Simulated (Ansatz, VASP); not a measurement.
**Two plane-wave programs on Ag**

```xyz
2
Lattice="0.0000 -2.0431 -2.0431 0.0000 2.0431 -2.0431 4.0862 0.0000 0.0000" Properties=species:S:1:pos:R:3 pbc="T T T"
Ag    2.0431   -0.0300   -2.0431
Ag    0.0000    0.0300    0.0000
```

Change from the starting cell: mode 4 (117.4 1/cm) frozen in, largest displacement +0.030 Å.

Alike in both runs: task single point; functional PBE; k mesh 16 × 16 × 12; occupations gaussian, width 0.15 eV; no spin polarisation.

|  | VASP | Ansatz |
| --- | --- | --- |
| version | VASP 6.6.1 | Ansatz 0.2.0 |
| potentials or method | VASP PAW PBE potentials, release 64 (Ag), cutoff 520 eV | scalar-relativistic, plane waves, PAW |
| valence electrons in the cell | 22 | 38 |

|  | VASP | Ansatz | Ansatz less VASP |
| --- | --- | --- | --- |
| gap on the k mesh at the Fermi level (eV) | none | none | - |
| pressure (GPa) | 4.6 | 4.7 | +0.10 |
| traceless stress, the component that is largest in VASP (GPa) | -0.15 | -0.16 | -0.005 |
| rms of the force components (eV/Å) | 0.094 | 0.095 | +0.0008 |

Atom by atom the forces differ by 0.001 eV/Å (rms over components). A gap of «none» marks a metal or a gap that the smearing closes. With one functional, cell and mesh, what is left measures potentials, basis and numerics. VASP's potentials hold 22 valence electrons a cell and Ansatz's 38, so a difference there can come from the potentials and not from the codes.
